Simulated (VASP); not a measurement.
# Nb (Im-3m) in VASP: elastic constants with LDA

Aim: the elastic constants of Nb with LDA.

Everything below comes from runs of VASP 6.6.1. Logs are shortened: lines on timing, memory, paths and dates and some standing lists are left out, and cuts for length are marked.

**1. The cell of the first run**

It takes space group Im-3m (No. 229, cubic). The conventional cell has a = 3.174 Å, b = 3.174 Å, c = 3.174 Å, α = 90.00°, β = 90.00°, γ = 90.00°. Within 3.6 Å of Nb (site symmetry m-3m) lie 14 Nb at 2.75 to 3.17 Å.

**2. Elastic constants, LDA**

INCAR

```
SYSTEM = Nb
ALGO = Normal
EDIFF = 1E-8
ENCUT = 500
GGA_COMPAT = .FALSE.
IBRION = 6
ISIF = 3
ISMEAR = -1
LASPH = .TRUE.
LCHARG = .FALSE.
LREAL = .FALSE.
LWAVE = .FALSE.
NELM = 120
NFREE = 2
NSW = 1
POTIM = 0.015
PREC = Accurate
SIGMA = 0.08
```

KPOINTS

```
k-points
0
G
  24 24 24
  0 0 0
```

POSCAR

```
Nb
1.0
   -1.5868811016      1.5868811016      1.5868811016
    1.5868811016     -1.5868811016      1.5868811016
    1.5868811016      1.5868811016     -1.5868811016
Nb
1
Direct
    0.0000000000      0.0000000000      0.0000000000
```

Potentials or basis: VASP PAW LDA potentials, release 64 (Nb_sv).

On the command line:

```
cat potpaw_LDA.64/Nb_sv/POTCAR > POTCAR
mpirun -np 1 vasp_std > vasp.out
```

OUTCAR:

```text
SYSTEM = Nb
   EDIFF = 1E-8
   ENCUT = 500
   IBRION = 6
   ISIF = 3
   ISMEAR = -1
   LASPH = .TRUE.
   LREAL = .FALSE.
   NELM = 120
   NFREE = 2
   NSW = 1
   POTIM = 0.015
   PREC = Accurate

 ion  position               nearest neighbor table
   1  0.000  0.000  0.000-

  LATTYP: Found a body centered cubic cell.
 ALAT       =     3.1737622032

  Lattice vectors:

 A1 = (  -1.5868811016,   1.5868811016,   1.5868811016)
 A2 = (   1.5868811016,  -1.5868811016,   1.5868811016)
 A3 = (   1.5868811016,   1.5868811016,  -1.5868811016)

Analysis of symmetry for initial positions (statically):
=====================================================================
 Subroutine PRICEL returns:
 Original cell was already a primitive cell.

 Routine SETGRP: Setting up the symmetry group for a
 body centered cubic supercell.

 Subroutine GETGRP returns: Found 48 space group operations
 (whereof 48 operations were pure point group operations)
 out of a pool of 48 trial point group operations.

The static configuration has the point symmetry O_h .

Analysis of symmetry for dynamics (positions and initial velocities):
=====================================================================
 Subroutine PRICEL returns:
 Original cell was already a primitive cell.

 Routine SETGRP: Setting up the symmetry group for a
 body centered cubic supercell.

 Subroutine GETGRP returns: Found 48 space group operations
 (whereof 48 operations were pure point group operations)
 out of a pool of 48 trial point group operations.

The dynamic configuration has the point symmetry O_h .

 Subroutine INISYM returns: Found 48 space group operations
 (whereof 48 operations are pure point group operations),
 and found     1 'primitive' translations

----------------------------------------------------------------------------------------

                                     Primitive cell

  volume of cell :      15.9843

  direct lattice vectors                    reciprocal lattice vectors
    -1.586881102  1.586881102  1.586881102     0.000000000  0.315083467  0.315083467
     1.586881102 -1.586881102  1.586881102     0.315083467  0.000000000  0.315083467
     1.586881102  1.586881102 -1.586881102     0.315083467  0.315083467  0.000000000

  length of vectors
     2.748558694  2.748558694  2.748558694     0.445595313  0.445595313  0.445595313

  position of ions in fractional coordinates (direct lattice)
     0.000000000  0.000000000  0.000000000

  ion indices of the primitive-cell ions
   primitive index   ion index
                 1           1

----------------------------------------------------------------------------------------

 KPOINTS: k-points

Automatic generation of k-mesh.
 Grid dimensions read from file:
 generate k-points for:   24   24   24

 Generating k-lattice:

  Cartesian coordinates                     Fractional coordinates (reciprocal lattice)
     0.000000000  0.013128478  0.013128478     0.041666667  0.000000000  0.000000000
     0.013128478  0.000000000  0.013128478     0.000000000  0.041666667  0.000000000
     0.013128478  0.013128478  0.000000000     0.000000000  0.000000000  0.041666667
[... 96 lines left out ...]

 number of electron      13.0000001 magnetization

 Free energy of the ion-electron system (eV)
  ---------------------------------------------------
  ext. energy  EPLUGINS =         0.00000000
  ---------------------------------------------------
  free energy    TOTEN  =       -11.22031561 eV

  energy without entropy =      -11.19326843  energy(sigma->0) =      -11.20679202

------------------------ aborting loop because EDIFF is reached ----------------------------------------

  FORCE on cell =-STRESS in cart. coord.  units (eV):
  Direction    XX          YY          ZZ          XY          YZ          ZX
  --------------------------------------------------------------------------------------
  -------------------------------------------------------------------------------------
  Total        1.4774695      1.4774695      1.4774695      0.0000000      0.0000000      0.0000000
  in kB      148.0934882    148.0934882    148.0934882      0.0000000      0.0000000      0.0000000
  external PRESSURE =     148.0934882 kB  Pullay stress =       0.0000000 kB
[... 86 lines left out ...]
  FREE ENERGIE OF THE ION-ELECTRON SYSTEM (eV)
  ---------------------------------------------------
  free  energy   TOTEN  =       -11.1941802216 eV

  energy  without entropy=      -11.1675408142  energy(sigma->0) =      -11.18086052

[... ionic steps 4 to 12 ...]

--------------------------------------- Ionic step       13  -------------------------------------------

 number of electron      13.0000001 magnetization

------------------------ aborting loop because EDIFF is reached ----------------------------------------
[... 65 lines left out ...]
--------------------------------------- Ionic step       15  -------------------------------------------

 number of electron      13.0000001 magnetization

 Free energy of the ion-electron system (eV)
  ---------------------------------------------------
  ext. energy  EPLUGINS =         0.00000000
  ---------------------------------------------------
  free energy    TOTEN  =       -11.22031542 eV

  energy without entropy =      -11.19326823  energy(sigma->0) =      -11.20679182

 E-fermi :  12.7733     XC(G=0): -13.3403

 val. band max:       12.7708275453   @ k =  -0.3333   0.3750   0.0833
 cond. band min:      12.7767473755   @ k =  -0.1250   0.1667   0.0417
 fundamental gap:      0.0059198303
 Fermi energy:        12.7732882787

 k-point     1 :       0.0000    0.0000    0.0000
  band No.  band energies     occupation
      1     -41.2146      2.00000
      2     -16.3445      2.00000
      3     -16.3445      2.00000
      4     -16.3445      2.00000
      5       6.6611      2.00000
      6      13.0382      0.07033
      7      13.0382      0.07033
      8      13.0382      0.07033
      9      16.3576      0.00000
     10      16.3576      0.00000
[... 287 lines left out ...]
 k-point    24 :       0.4583    0.0417   -0.0000
  band No.  band energies     occupation
      1     -40.8120      2.00000
      2     -18.3036      2.00000
      3     -16.9635      2.00000
      4     -16.3851      2.00000
      5       8.5621      2.00000
      6      10.7057      2.00000
      7      15.4595      0.00000
      8      16.4589      0.00000
      9      17.4088      0.00000
     10      20.2299      0.00000

 [... further k-points ...]

------------------------ aborting loop because EDIFF is reached ----------------------------------------

  FORCE on cell =-STRESS in cart. coord.  units (eV):
  Direction    XX          YY          ZZ          XY          YZ          ZX
  --------------------------------------------------------------------------------------
  -------------------------------------------------------------------------------------
  Total        1.4774016      1.4774016      1.4774016      0.0000000      0.0000000      0.0000000
  in kB      148.0866802    148.0866802    148.0866802      0.0000000      0.0000000      0.0000000
  external PRESSURE =     148.0866802 kB  Pullay stress =       0.0000000 kB
[... 16 lines left out ...]
  FREE ENERGIE OF THE ION-ELECTRON SYSTEM (eV)
  ---------------------------------------------------
  free  energy   TOTEN  =       -11.2203154162 eV

  energy  without entropy=      -11.1932682266  energy(sigma->0) =      -11.20679182

 INTERNAL STRAIN TENSORS FROM STRAINED CELLS
 ============================================

 INTERNAL STRAIN TENSOR FOR ION    1 for displacements in x,y,z  (eV/Angst):
          X           Y           Z          XY          YZ          ZX
  --------------------------------------------------------------------------------
  x     0.00000     0.00000     0.00000     0.00000    -0.00000    -0.00000
  y     0.00000    -0.00000     0.00000     0.00000     0.00000     0.00000
  z     0.00000    -0.00000    -0.00000    -0.00000     0.00000     0.00000

 INTERNAL STRAIN TENSORS FROM DISPLACED ATOMS
 ============================================

 INTERNAL STRAIN TENSOR FOR ION    1 for displacements in x,y,z  (eV/Angst):
          X           Y           Z          XY          YZ          ZX
  --------------------------------------------------------------------------------
  x     0.00000     0.00000     0.00000     0.00000     0.00000     0.00000
  y     0.00000     0.00000     0.00000     0.00000     0.00000     0.00000
  z     0.00000     0.00000     0.00000     0.00000     0.00000     0.00000

 Eigenvectors and eigenvalues of the dynamical matrix
 ----------------------------------------------------

   1 f  =    0.000000 THz     0.000000 2PiTHz    0.000000 cm-1     0.000000 meV
             X         Y         Z           dx          dy          dz
      0.000000  0.000000  0.000000    -0.868087    0.496412    0.000000

   2 f  =    0.000000 THz     0.000000 2PiTHz    0.000000 cm-1     0.000000 meV
             X         Y         Z           dx          dy          dz
      0.000000  0.000000  0.000000     0.000000    0.000000    1.000000

   3 f  =    0.000000 THz     0.000000 2PiTHz    0.000000 cm-1     0.000000 meV
             X         Y         Z           dx          dy          dz
      0.000000  0.000000  0.000000     0.496412    0.868087    0.000000

--------------------------------------------------------------------------------------------------------

 ELASTIC MODULI CONTR FROM IONIC RELAXATION (kBar)
 Direction    XX          YY          ZZ          XY          YZ          ZX
 --------------------------------------------------------------------------------
 XX           0.0000      0.0000      0.0000      0.0000      0.0000      0.0000
 YY           0.0000      0.0000      0.0000      0.0000      0.0000      0.0000
 ZZ           0.0000      0.0000      0.0000      0.0000      0.0000      0.0000
 XY           0.0000      0.0000      0.0000      0.0000      0.0000      0.0000
 YZ           0.0000      0.0000      0.0000      0.0000      0.0000      0.0000
 ZX           0.0000      0.0000      0.0000      0.0000      0.0000      0.0000
 --------------------------------------------------------------------------------

 TOTAL ELASTIC MODULI (kBar)
 Direction    XX          YY          ZZ          XY          YZ          ZX
 --------------------------------------------------------------------------------
 XX        3337.6341   1806.4791   1806.4791      0.0000     -0.0000     -0.0000
 YY        1806.4791   3337.6341   1806.4791      0.0000     -0.0000      0.0000
 ZZ        1806.4791   1806.4791   3337.6341     -0.0000      0.0000      0.0000
 XY           0.0000      0.0000     -0.0000    159.1462     -0.0000     -0.0000
 YZ          -0.0000     -0.0000      0.0000     -0.0000    159.1462     -0.0000
 ZX          -0.0000      0.0000      0.0000     -0.0000     -0.0000    159.1462
 --------------------------------------------------------------------------------
```

Run time: 24 min. Hardware: 1 thread of Intel Xeon 6975P-C (Granite Rapids), shared host; peak memory 1 GiB.

Results:

- Elastic constants C11, C12, C44: 334, 181, 16 GPa
- Voigt bulk modulus: 232 GPa

Elastic tensor in Voigt notation (GPa, in the Cartesian axes of the cell as first typed):
```
334 181 181   0   0   0
181 334 181   0   0   0
181 181 334   0   0   0
  0   0   0  16   0   0
  0   0   0   0  16   0
  0   0   0   0   0  16
```

Clamped-ion elastic tensor (GPa):
```
334 181 181   0   0   0
181 334 181   0   0   0
181 181 334   0   0   0
  0   0   0  16   0   0
  0   0   0   0  16   0
  0   0   0   0   0  16
```

Caveat: the cell is under stress, which shifts elastic constants.
